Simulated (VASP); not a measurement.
Input of a VASP 6.6.1 run:

File INCAR:

```
ALGO = Normal
EDIFF = 1E-6
ENCUT = 600
GGA = PE
GGA_COMPAT = F
ISIF = 2
ISMEAR = -1
LASPH = T
LCHARG = T
LELF = T
LREAL = F
LVHAR = T
LWAVE = F
NBANDS = 17
NELM = 120
PREC = Accurate
SIGMA = 0.1
```

The input KPOINTS:

```
k-points
0
Gamma
  14 14 13
```

File POSCAR:

```
AlCo
1.0
    2.6697088464      0.0000000000      0.0000000000
   -1.3348544232      2.3120356817      0.0000000000
    0.0000000000      0.0000000000      3.7430670722
Co Al
1 1
Direct
    0.0000000000      0.0000000000      0.0000000000
    0.3333333333      0.6666666667      0.5000000000
```

Potentials or basis: VASP PAW PBE potentials, release 64 (Co_sv, Al).

The run is started by

```sh
$ cat potpaw_PBE.64/Co_sv/POTCAR potpaw_PBE.64/Al/POTCAR > POTCAR
$ mpirun -np 1 vasp_std > vasp.out
```

(1) What does it give for the pressure?

(2) Estimate the band gap on the k mesh.

Results:

(1) 8.3 GPa.

(2) zero (band 10 reaches 12.06 eV, above the bottom of band 11 at 10.40 eV).
